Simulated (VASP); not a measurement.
# SnO (C2/m) in VASP: single point with PBE

Aim: the single point of SnO with PBE.

Everything below comes from runs of VASP 6.6.1. Logs are shortened: lines on timing, memory, paths and dates and some standing lists are left out, and cuts for length are marked.

### Step 1. The cell of the first run

Symmetry: C2/m, No. 12, monoclinic system. Conventional cell: a = 5.469 Å, b = 5.469 Å, c = 5.072 Å, α = 90.00°, β = 90.00°, γ = 90.00°. Sn (site symmetry m) has 4 O at 2.14 to 2.39 Å within 2.8 Å. Within 2.8 Å of O (site symmetry 2) lie 4 Sn at 2.14 to 2.39 Å and 4 O at 2.68 to 2.79 Å.

### Step 2. Single point, PBE (atoms displaced along several vibrational modes)

INCAR

```
SYSTEM = SnO
PREC = Accurate
ENCUT = 520
EDIFF = 1E-7
ISMEAR = 0
SIGMA = 0.05
LREAL = .FALSE.
LASPH = .TRUE.
NELM = 80
ALGO = Normal
ISIF = 2
LWAVE = .FALSE.
LCHARG = .TRUE.
GGA = PE
LELF = .TRUE.
LVHAR = .TRUE.
NBANDS = 28
```

KPOINTS

```
Automatic mesh
0
G
  10 10 8
  0 0 0
```

POSCAR

```
SnO
1.0
    3.8671579472      0.0000000000      0.0000000000
    0.0000000000      3.8671579472      0.0000000000
    0.0000000000      0.0000000000      5.0719346970
Sn O
2 2
Direct
   -0.0431065920      0.4568934080      0.2284856918
    0.5431065920      0.0431065920      0.7715143082
    0.0046441700     -0.0046441700      0.0000000000
    0.4953558300      0.5046441700      0.0000000000
```

Potentials or basis: VASP PAW PBE potentials, release 64 (Sn_d, O).

The run is started by

```bash
> cat potpaw_PBE.64/Sn_d/POTCAR potpaw_PBE.64/O/POTCAR > POTCAR
> mpirun -np 1 vasp_std > vasp.out
```

OUTCAR:

```text
SYSTEM = SnO
   PREC = Accurate
   ENCUT = 520
   EDIFF = 1E-7
   ISMEAR = 0
   LREAL = .FALSE.
   LASPH = .TRUE.
   NELM = 80
   ISIF = 2
   GGA = PE

 ion  position               nearest neighbor table
   1  0.957  0.457  0.228-   3 2.14   4 2.14   4 2.39   3 2.39   2 3.24   2 3.56   2 3.62   2 3.62

   2  0.543  0.043  0.772-   3 2.14   4 2.14   4 2.39   3 2.39   1 3.24   1 3.56   1 3.62   1 3.62

   3  0.005  0.995  0.000-   1 2.14   2 2.14   2 2.39   1 2.39
   4  0.495  0.505  0.000-   1 2.14   2 2.14   2 2.39   1 2.39

  LATTYP: Found a simple tetragonal cell.
 ALAT       =     3.8671579472
 C/A-ratio  =     1.3115406110

  Lattice vectors:

 A1 = (   3.8671579472,   0.0000000000,   0.0000000000)
 A2 = (   0.0000000000,   3.8671579472,   0.0000000000)
 A3 = (   0.0000000000,   0.0000000000,   5.0719346970)

Analysis of symmetry for initial positions (statically):
=====================================================================
 Subroutine PRICEL returns:
 Original cell was already a primitive cell.

 Routine SETGRP: Setting up the symmetry group for a
 simple tetragonal supercell.

 Subroutine GETGRP returns: Found  4 space group operations
 (whereof  2 operations were pure point group operations)
 out of a pool of 16 trial point group operations.

The static configuration has the point symmetry C_2 .
 The point group associated with its full space group is C_2h.

Analysis of symmetry for dynamics (positions and initial velocities):
=====================================================================
 Subroutine PRICEL returns:
 Original cell was already a primitive cell.

 Routine SETGRP: Setting up the symmetry group for a
 simple tetragonal supercell.

 Subroutine GETGRP returns: Found  4 space group operations
 (whereof  2 operations were pure point group operations)
 out of a pool of 16 trial point group operations.

The dynamic configuration has the point symmetry C_2 .
 The point group associated with its full space group is C_2h.

 Subroutine INISYM returns: Found  4 space group operations
 (whereof  2 operations are pure point group operations),
 and found     1 'primitive' translations

----------------------------------------------------------------------------------------

                                     Primitive cell

  volume of cell :      75.8503

  direct lattice vectors                    reciprocal lattice vectors
     3.867157947  0.000000000  0.000000000     0.258587835  0.000000000  0.000000000
     0.000000000  3.867157947  0.000000000     0.000000000  0.258587835  0.000000000
[... 93 lines left out ...]
   IBRION =     -1    ionic relax: 0-MD 1-quasi-New 2-CG
   NFREE  =      0    steps in history (QN), initial steepest desc. (CG)
   ISIF   =      2    stress and relaxation
   ISYM   =      2    0-nonsym 1-usesym 2-fastsym
   POTIM  = 0.5000    time-step for ionic-motion
   TEBEG  =    0.0;   TEEND  =   0.0 temperature during run
   PSTRESS=    0.0 pullay stress
   NELECT =      40.0000    total number of electrons
   NUPDOWN=      -1.0000    fix difference up-down
   EMIN   =  10.00;   EMAX   =-10.00  energy-range for DOS
   EFERMI =   0.00;   METHOD = LEGACY
   ISMEAR =     0;   SIGMA  =   0.05  broadening in eV -4-tet -1-fermi 0-gaus
   EFERMI_NEDOS =   21; number of points for ismear=-14 and -15
   IALGO  =     38    algorithm
   IMIX   =      4    mixing-type and parameters
     AMIX     =   0.40;   BMIX     =  1.00
     AMIX_MAG =   1.60;   BMIX_MAG =  1.00
  volume/ion in A,a.u.               =      18.96       127.97
  Fermi-wavevector in a.u.,A,eV,Ry     =   1.322642  2.499431 23.801788  1.749382
  Thomas-Fermi vector in A             =   2.452308
   LORBIT       =      0    0 simple, 1 ext, 2 COOP (PROOUT), +10 PAW based schemes
   GGA     = PE    functional components
   LHFCALC =     F    Hartree Fock is set to
   AEXX    =    0.0000 exact exchange contribution
   IVDW    =     0    specifies the selected vdW correction
   LEPSILON=     F    determine dielectric tensor
   LRPA    =     F    only Hartree local field effects (RPA)
 non-spin polarized calculation
 Gauss-broadening in eV      SIGMA  =   0.05
  energy-cutoff  :      520.00
  volume of cell :       75.85
 maximum number of plane-waves:      2064
 NGX is ok and might be reduce to    30
   NGX = 15   NGY = 15   NGZ = 19

 number of electron      40.0000009 magnetization

 Free energy of the ion-electron system (eV)
  ---------------------------------------------------
  ext. energy  EPLUGINS =         0.00000000
  ---------------------------------------------------
  free energy    TOTEN  =       -22.44523734 eV

  energy without entropy =      -22.44523734  energy(sigma->0) =      -22.44523734

 E-fermi :   6.3150     XC(G=0):  -9.8015

 val. band max:        6.1090427678   @ k =  -0.1000   0.1000   0.0000
 cond. band min:       6.6901379261   @ k =   0.5000   0.5000   0.0000
 fundamental gap:      0.5810951582
 Fermi energy:         6.3149720612

 k-point     1 :       0.0000    0.0000    0.0000
  band No.  band energies     occupation
      1     -15.7018      2.00000
      2     -15.3775      2.00000
      3     -15.2864      2.00000
      4     -15.2352      2.00000
      5     -15.2340      2.00000
      6     -15.2279      2.00000
[... 733 lines left out ...]
     27      13.3752      0.00000
     28      14.6344      0.00000

 [... further k-points ...]

------------------------ aborting loop because EDIFF is reached ----------------------------------------

  FORCE on cell =-STRESS in cart. coord.  units (eV):
  Direction    XX          YY          ZZ          XY          YZ          ZX
  --------------------------------------------------------------------------------------
  -------------------------------------------------------------------------------------
  Total        1.1477633      1.1477633      1.3740703      0.2541272      1.7002837      1.7002757
  in kB       24.2440648     24.2440648     29.0243214      5.3678980     35.9148871     35.9147174
  external PRESSURE =      25.8374836 kB  Pullay stress =       0.0000000 kB

 VOLUME and BASIS-vectors are now :
 -----------------------------------------------------------------------------
  energy-cutoff  :      520.00
  volume of cell :       75.85
      direct lattice vectors                 reciprocal lattice vectors
     3.867157947  0.000000000  0.000000000     0.258587835  0.000000000  0.000000000
     0.000000000  3.867157947  0.000000000     0.000000000  0.258587835  0.000000000
     0.000000000  0.000000000  5.071934697     0.000000000  0.000000000  0.197163422

 POSITION                                       TOTAL-FORCE (eV/Angst)
 -----------------------------------------------------------------------------------
      3.70046      1.76688      1.15886         0.865030      0.865030      0.600346
      2.10028      0.16670      3.91307        -0.865030     -0.865030     -0.600346
      0.01796      3.84920      0.00000         0.056126     -0.056126      0.000000
      1.91562      1.95154      0.00000        -0.056126      0.056126      0.000000
 -----------------------------------------------------------------------------------
    total drift:                                0.000000     -0.000000     -0.000000

  FREE ENERGIE OF THE ION-ELECTRON SYSTEM (eV)
  ---------------------------------------------------
  free  energy   TOTEN  =       -22.4452373357 eV

  energy  without entropy=      -22.4452373357  energy(sigma->0) =      -22.44523734
```

stdout:

```text
POSCAR found type information on POSCAR SnO
 POSCAR found :  2 types and       4 ions
 scaLAPACK will be used
 LDA part: xc-table for (Slater+PW92), standard interpolation
 POSCAR, INCAR and KPOINTS ok, starting setup
 FFT: planning ... GRIDC
 FFT: planning ... GRID_SOFT
 FFT: planning ... GRID
 WAVECAR not read
 entering main loop
```

It took 12 min on 1 thread of Oxide Virtual Turin-like, shared host; peak memory 0.44 GiB.

What came out:

```yaml
Free_energy: -22.4452 eV
Pressure: 2.6 GPa
Largest_force: 1.363 eV/Å
Band_gap_on_the_k_mesh: 0.58 eV (least direct gap 1.83 eV)
```

Forces in eV/Å, atoms in the order of the input:
```
Sn   0.865  0.865  0.600
Sn  -0.865 -0.865 -0.600
O    0.056 -0.056  0.000
O   -0.056  0.056  0.000
```

Levels at points of the mesh, in eV from the valence-band top:
```tsv
k point	band 16	band 17	band 18	band 19	band 20	band 21	band 22	band 23	band 24	band 25
(0.00, 0.00, 0.00)	-5.64	-3.22	-2.90	-2.79	0.00	1.83	3.88	4.96	5.11	5.47
(0.50, 0.00, 0.00)	-4.63	-4.52	-4.30	-2.70	-1.96	2.87	3.07	5.55	5.64	5.96
(0.50, 0.50, 0.00)	-4.80	-2.30	-2.22	-1.96	-1.61	0.58	0.61	4.37	4.65	6.76
(0.00, 0.00, 0.50)	-3.27	-3.27	-2.91	-2.84	-1.98	1.58	3.51	3.62	3.85	6.74
(0.50, 0.00, 0.50)	-4.95	-4.53	-4.31	-1.74	-1.33	2.42	2.46	5.13	5.97	6.35
(0.50, 0.50, 0.50)	-5.13	-2.35	-2.29	-2.27	-2.22	2.66	2.67	3.55	3.85	5.58
```

Caveat: the cell differs from its parent crystal (atoms displaced along several vibrational modes); semilocal functionals underestimate gaps, and a narrow one can read as zero; spin-orbit coupling is left out, which moves the levels of the heavy elements; forces of over 1 eV/Å act on the atoms, so gaps and moduli don't describe the material at rest.
